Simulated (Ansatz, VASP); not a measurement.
Two plane-wave programs on Ta2B2O

```
Ta B O
1.0
    -1.73605    1.73605    4.93528
     1.73605   -1.73605    4.93528
     1.73605    1.73605   -4.93528
Ta B O
2 2 1
Direct
  0.38518 0.38518 0.00000
  0.61482 0.61482 0.00000
  0.75000 0.25000 0.50000
  0.25000 0.75000 0.50000
  0.00000 0.00000 0.00000
```

Change from the starting cell: species swapped into the YbCr2Si2 type (I4/mmm, No. 139).

Alike in both runs: task single point; functional PBE; k mesh 8 × 8 × 8; occupations gaussian, width 0.1 eV; no spin polarisation.

|  | VASP | Ansatz |
| --- | --- | --- |
| version | VASP 6.6.1 | Ansatz 0.2.0 |
| potentials or method | VASP PAW PBE potentials, release 64 (Ta_pv, B, O), cutoff 520 eV | scalar-relativistic, plane waves, PAW |
| valence electrons in the cell | 34 | 38 |

VASP gave:

| Quantity | Value |
| --- | --- |
| gap on the k mesh at the Fermi level (eV) | none |
| pressure (GPa) | 14.3 |
| traceless stress, the component that is largest in VASP (GPa) | 63.87 |
| rms of the force components (eV/Å) | 1.602 |

Estimate Ansatz's values.

gap on the k mesh at the Fermi level (eV): none; pressure (GPa): 13.8; traceless stress, the component that is largest in VASP (GPa): 63.45; rms of the force components (eV/Å): 1.568.

Atom by atom the forces differ by 0.034 eV/Å (rms over components). A gap of «none» marks a metal or a gap that the smearing closes. With one functional, cell and mesh, what is left measures potentials, basis and numerics. VASP's potentials hold 34 valence electrons a cell and Ansatz's 38, so a difference there can come from the potentials and not from the codes.

Neither program's run includes spin-orbit coupling.
